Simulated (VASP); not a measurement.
# MgB2 (P6/mmm) in VASP: notebook

MgB2 is run at these levels: r2SCAN; tasks: single point, relaxation of cell and atoms.

Program: VASP 6.6.1. These are calculated values, not measurements. Logs are shortened: lines on timing, memory, paths and dates and some standing lists are left out, and cuts for length are marked.

## Step 1: The cell of the first run

Symmetry: P6/mmm, No. 191, hexagonal system. The conventional cell has a = 3.088 Å, b = 3.088 Å, c = 3.445 Å, α = 90.00°, β = 90.00°, γ = 120.00°. Within 3.3 Å of Mg (site symmetry 6/mmm) lie 12 B at 2.48 Å and 6 Mg at 3.09 Å. B (site symmetry -6m2) has 3 B at 1.78 Å and 6 Mg at 2.48 Å within 2.5 Å.

## Step 2: Single point, r2SCAN

Input file POSCAR:

```
MgB2
1.0
    3.0880286500      0.0000000000      0.0000000000
   -1.5440143250      2.6743112585      0.0000000000
    0.0000000000      0.0000000000      3.4450265751
Mg B
1 2
Direct
    0.0000000000      0.0000000000      0.0000000000
    0.3333333333      0.6666666667      0.5000000000
    0.6666666667      0.3333333333      0.5000000000
```

Input file INCAR.step1:

```
PREC = Accurate
ENCUT = 660
ISMEAR = 1
SIGMA = 0.1
LREAL = F
LASPH = T
NELM = 120
NBANDS = 11
GGA = PE
ALGO = Normal
EDIFF = 1E-5
LWAVE = T
LCHARG = F
GGA_COMPAT = F
```

Input file INCAR.step2:

```
PREC = Accurate
ENCUT = 660
EDIFF = 1E-6
ISMEAR = 1
SIGMA = 0.1
LREAL = F
LASPH = T
NELM = 120
ALGO = Normal
ISIF = 2
LWAVE = F
LCHARG = T
METAGGA = R2SCAN
LMIXTAU = T
LELF = T
LVHAR = T
NBANDS = 11
ISTART = 1
GGA_COMPAT = F
```

Input file KPOINTS:

```
Automatic mesh
0
Gamma
  7 7 5
```

Potentials or basis: VASP PAW PBE potentials, release 64 (Mg, B).

Launch:

```
$ cat potpaw_PBE.64/Mg/POTCAR potpaw_PBE.64/B/POTCAR > POTCAR
$ cp INCAR.step1 INCAR
$ mpirun -np 1 vasp_std > vasp.out
$ cp INCAR.step2 INCAR
$ mpirun -np 1 vasp_std > vasp.out
```

OUTCAR:

```text
PREC = Accurate
   ENCUT = 660
   EDIFF = 1E-6
   ISMEAR = 1
   LREAL = F
   LASPH = T
   NELM = 120
   ISIF = 2
   METAGGA = R2SCAN
   ISTART = 1

 ion  position               nearest neighbor table
   1  0.000  0.000  0.000-   2 2.48   3 2.48   2 2.48   3 2.48   2 2.48   2 2.48   3 2.48   3 2.48
                             3 2.48   3 2.48   2 2.48   2 2.48
   2  0.333  0.667  0.500-   3 1.78   3 1.78   3 1.78   1 2.48   1 2.48   1 2.48   1 2.48   1 2.48
                             1 2.48
   3  0.667  0.333  0.500-   2 1.78   2 1.78   2 1.78   1 2.48   1 2.48   1 2.48   1 2.48   1 2.48
                             1 2.48

  LATTYP: Found a hexagonal cell.
 ALAT       =     3.0880286500
 C/A-ratio  =     1.1156070638

  Lattice vectors:

 A1 = (   3.0880286500,   0.0000000000,   0.0000000000)
 A2 = (  -1.5440143250,   2.6743112585,   0.0000000000)
 A3 = (   0.0000000000,   0.0000000000,   3.4450265751)

Analysis of symmetry for initial positions (statically):
=====================================================================
 Subroutine PRICEL returns:
 Original cell was already a primitive cell.

 Routine SETGRP: Setting up the symmetry group for a
 hexagonal supercell.

 Subroutine GETGRP returns: Found 24 space group operations
 (whereof 24 operations were pure point group operations)
 out of a pool of 24 trial point group operations.

The static configuration has the point symmetry D_6h.

Analysis of symmetry for dynamics (positions and initial velocities):
=====================================================================
 Subroutine PRICEL returns:
 Original cell was already a primitive cell.

 Routine SETGRP: Setting up the symmetry group for a
 hexagonal supercell.

 Subroutine GETGRP returns: Found 24 space group operations
 (whereof 24 operations were pure point group operations)
 out of a pool of 24 trial point group operations.

The dynamic configuration has the point symmetry D_6h.

 Subroutine INISYM returns: Found 24 space group operations
 (whereof 24 operations are pure point group operations),
 and found     1 'primitive' translations

----------------------------------------------------------------------------------------

                                     Primitive cell

  volume of cell :      28.4502

  direct lattice vectors                    reciprocal lattice vectors
     3.088028650  0.000000000  0.000000000     0.323831192  0.186964026  0.000000000
    -1.544014325  2.674311258  0.000000000     0.000000000  0.373928052  0.000000000
     0.000000000  0.000000000  3.445026575     0.000000000  0.000000000  0.290273523

  length of vectors
     3.088028650  3.088028650  3.445026575     0.373928052  0.373928052  0.290273523

  position of ions in fractional coordinates (direct lattice)
     0.000000000  0.000000000  0.000000000
     0.333333333  0.666666667  0.500000000
     0.666666667  0.333333333  0.500000000

  ion indices of the primitive-cell ions
   primitive index   ion index
                 1           1
                 2           2
                 3           3

----------------------------------------------------------------------------------------

 KPOINTS: Automatic mesh

Automatic generation of k-mesh.
 Grid dimensions read from file:
 generate k-points for:    7    7    5

 Generating k-lattice:

  Cartesian coordinates                     Fractional coordinates (reciprocal lattice)
     0.046261599  0.026709147  0.000000000     0.142857143 -0.000000000  0.000000000
     0.000000000  0.053418293  0.000000000     0.000000000  0.142857143  0.000000000
     0.000000000  0.000000000  0.058054705     0.000000000  0.000000000  0.200000000

  Length of vectors
     0.053418293  0.053418293  0.058054705

  Shift w.r.t. Gamma in fractional coordinates (k-lattice)
     0.000000000  0.000000000  0.000000000

 Subroutine IBZKPT returns following result:
 ===========================================

 Found     24 irreducible k-points:

 Following reciprocal coordinates:
            Coordinates               Weight
  0.000000  0.000000  0.000000      1.000000
  0.142857 -0.000000  0.000000      6.000000
  0.285714  0.000000  0.000000      6.000000
  0.428571 -0.000000  0.000000      6.000000
  0.142857  0.142857  0.000000      6.000000
  0.285714  0.142857  0.000000     12.000000
[... 16 lines left out ...]
  0.428571  0.142857  0.400000     12.000000
  0.285714  0.285714  0.400000     12.000000
   k-points           NKPTS =     24   k-points in BZ     NKDIM =     24   number of bands    NBANDS=     11
   number of dos      NEDOS =    301   number of ions     NIONS =      3
   total plane-waves  NPLWV =  23520
   dimension x,y,z NGX =    28 NGY =   28 NGZ =   30
   dimension x,y,z NGXF=    56 NGYF=   56 NGZF=   60
   ions per type =               1   2
   NGX,Y,Z   is equivalent  to a cutoff of  15.07, 15.07, 14.48 a.u.
   NGXF,Y,Z  is equivalent  to a cutoff of  30.15, 30.15, 28.95 a.u.
 SYSTEM =  unknown system
   PREC   = accura    normal or accurate (medium, high low for compatibility)
   ISTART =      1    job   : 0-new  1-cont  2-samecut
   ICHARG =      0    charge: 1-file 2-atom 10-const
   ISPIN  =      1    spin polarized calculation?
   LNONCOLLINEAR =      F non collinear calculations
   LSORBIT =      F    spin-orbit coupling
   LASPH  =      T    aspherical Exc in radial PAW
   ENCUT  =  660.0 eV  48.51 Ry    6.96 a.u.   6.47  6.47  7.22*2*pi/ulx,y,z
   NELM   =    120;   NELMIN=  2; NELMDL=  0     # of ELM steps
   EDIFF  = 0.1E-05   stopping-criterion for ELM
   LREAL  =      F    real-space projection
   EDIFFG = 0.1E-04   stopping-criterion for IOM
   NSW    =      0    number of steps for IOM
   IBRION =     -1    ionic relax: 0-MD 1-quasi-New 2-CG
   NFREE  =      0    steps in history (QN), initial steepest desc. (CG)
   ISIF   =      2    stress and relaxation
   ISYM   =      2    0-nonsym 1-usesym 2-fastsym
   POTIM  = 0.5000    time-step for ionic-motion
   TEBEG  =    0.0;   TEEND  =   0.0 temperature during run
   PSTRESS=    0.0 pullay stress
   NELECT =       8.0000    total number of electrons
   NUPDOWN=      -1.0000    fix difference up-down
   EMIN   =  10.00;   EMAX   =-10.00  energy-range for DOS
   EFERMI =   0.00;   METHOD = LEGACY
   ISMEAR =     1;   SIGMA  =   0.10  broadening in eV -4-tet -1-fermi 0-gaus
   EFERMI_NEDOS =   21; number of points for ismear=-14 and -15
   IALGO  =     38    algorithm
   IMIX   =      4    mixing-type and parameters
     AMIX     =   0.40;   BMIX     =  1.00
     AMIX_MAG =   1.60;   BMIX_MAG =  1.00
  volume/ion in A,a.u.               =       9.48        64.00
  Fermi-wavevector in a.u.,A,eV,Ry     =   1.072530  2.026788 15.651069  1.150321
  Thomas-Fermi vector in A             =   2.208303
   LORBIT       =      0    0 simple, 1 ext, 2 COOP (PROOUT), +10 PAW based schemes
   METAGGA = R2SCAN    functional components
   LHFCALC =     F    Hartree Fock is set to
   AEXX    =    0.0000 exact exchange contribution
   IVDW    =     0    specifies the selected vdW correction
   LEPSILON=     F    determine dielectric tensor
   LRPA    =     F    only Hartree local field effects (RPA)
 non-spin polarized calculation
 Methfessel and Paxton  Order N= 1 SIGMA  =   0.10
  energy-cutoff  :      660.00
  volume of cell :       28.45
 maximum number of plane-waves:      1119
 NGX is ok and might be reduce to    28
   NGX = 13   NGY = 13   NGZ = 15

 number of electron       8.0000000 magnetization

 Free energy of the ion-electron system (eV)
  ---------------------------------------------------
  ext. energy  EPLUGINS =         0.00000000
  ---------------------------------------------------
  free energy    TOTEN  =       -19.42965055 eV

  energy without entropy =      -19.42894059  energy(sigma->0) =      -19.42941390

 E-fermi :   5.2274     XC(G=0): -11.6329

 val. band max:        5.1481875076   @ k =   0.4286  -0.0000   0.4000
 cond. band min:       5.2448202054   @ k =   0.1429  -0.0000   0.4000
 fundamental gap:      0.0966326979
 Fermi energy:         5.2273632926

 k-point     1 :       0.0000    0.0000    0.0000
  band No.  band energies     occupation
      1      -7.9410      2.00000
      2       2.4965      2.00000
      3       5.6466     -0.00000
      4       5.6466     -0.00000
      5       7.8317      0.00000
      6      11.8385      0.00000
      7      11.8385      0.00000
      8      13.6950      0.00000
      9      16.2214      0.00000
     10      19.1406      0.00000
     11      22.9875      0.00000

 k-point     2 :       0.1429   -0.0000    0.0000
  band No.  band energies     occupation
      1      -7.5688      2.00000
      2       2.8566      2.00000
      3       3.9271      2.00000
      4       4.8768      2.00001
      5       8.1297      0.00000
      6      11.6034      0.00000
      7      13.3701      0.00000
      8      14.6291      0.00000
      9      14.9079      0.00000
     10      20.7543      0.00000
     11      21.6102      0.00000

 k-point     3 :       0.2857    0.0000    0.0000
  band No.  band energies     occupation
      1      -6.4658      2.00000
      2       0.8379      2.00000
      3       3.7130      2.00000
      4       3.9043      2.00000
      5       8.9202      0.00000
      6      10.9603      0.00000
      7      12.0756      0.00000
      8      15.4217      0.00000
      9      16.7100      0.00000
     10      20.2799      0.00000
     11      20.8286      0.00000
[... 267 lines left out ...]
 k-point    23 :       0.4286    0.1429    0.4000
  band No.  band energies     occupation
      1      -2.7338      2.00000
      2      -1.9254      2.00000
      3       2.0125      2.00000
      4       2.2306      2.00000
      5       4.4583      2.00000
      6      11.8600      0.00000
      7      13.0214      0.00000
      8      18.8455      0.00000
      9      19.0481      0.00000
     10      20.6375      0.00000
     11      20.8061      0.00000

 k-point    24 :       0.2857    0.2857    0.4000
  band No.  band energies     occupation
      1      -2.7655      2.00000
      2      -0.8420      2.00000
      3       0.3312      2.00000
      4       2.4741      2.00000
      5       4.6173      2.00000
      6      10.3905      0.00000
      7      16.3070      0.00000
      8      16.7659      0.00000
      9      19.1535      0.00000
     10      20.7690      0.00000
     11      21.0119      0.00000

------------------------ aborting loop because EDIFF is reached ----------------------------------------

  FORCE on cell =-STRESS in cart. coord.  units (eV):
  Direction    XX          YY          ZZ          XY          YZ          ZX
  --------------------------------------------------------------------------------------
  -------------------------------------------------------------------------------------
  Total       -0.4311664     -0.4311664      0.5636624      0.0000000     -0.0000000      0.0000000
  in kB      -24.2811732    -24.2811732     31.7426933      0.0000000     -0.0000000      0.0000000
  external PRESSURE =      -5.6065510 kB  Pullay stress =       0.0000000 kB

 VOLUME and BASIS-vectors are now :
 -----------------------------------------------------------------------------
  energy-cutoff  :      660.00
  volume of cell :       28.45
      direct lattice vectors                 reciprocal lattice vectors
     3.088028650  0.000000000  0.000000000     0.323831192  0.186964026  0.000000000
    -1.544014325  2.674311258  0.000000000     0.000000000  0.373928052  0.000000000
     0.000000000  0.000000000  3.445026575     0.000000000  0.000000000  0.290273523

 POSITION                                       TOTAL-FORCE (eV/Angst)
 -----------------------------------------------------------------------------------
      0.00000      0.00000      0.00000        -0.000000      0.000000     -0.000000
     -0.00000      1.78287      1.72251        -0.000000     -0.000000      0.000000
      1.54401      0.89144      1.72251         0.000000      0.000000     -0.000000
 -----------------------------------------------------------------------------------
    total drift:                                0.000000      0.000000     -0.000000

  FREE ENERGIE OF THE ION-ELECTRON SYSTEM (eV)
  ---------------------------------------------------
  free  energy   TOTEN  =       -19.4296505507 eV

  energy  without entropy=      -19.4289405906  energy(sigma->0) =      -19.42941390
```

It took 24 s on 1 thread of Intel Xeon 6975P-C (Granite Rapids), shared host; peak memory 0.17 GiB.

What came out:

| Quantity | Value |
| --- | --- |
| Free energy | -19.4297 eV |
| Pressure | -0.6 GPa |
| Band gap on the k mesh | zero (bands 4 and 5 overlap by 1.95 eV) |

Caveat: the k points lie up to 0.36 Å⁻¹ apart, too coarse for converged energies and pressures of a metal; the PAW data sets were made with another functional, which shifts forces and pressure a little.

(Continued in part 2 of 2.)
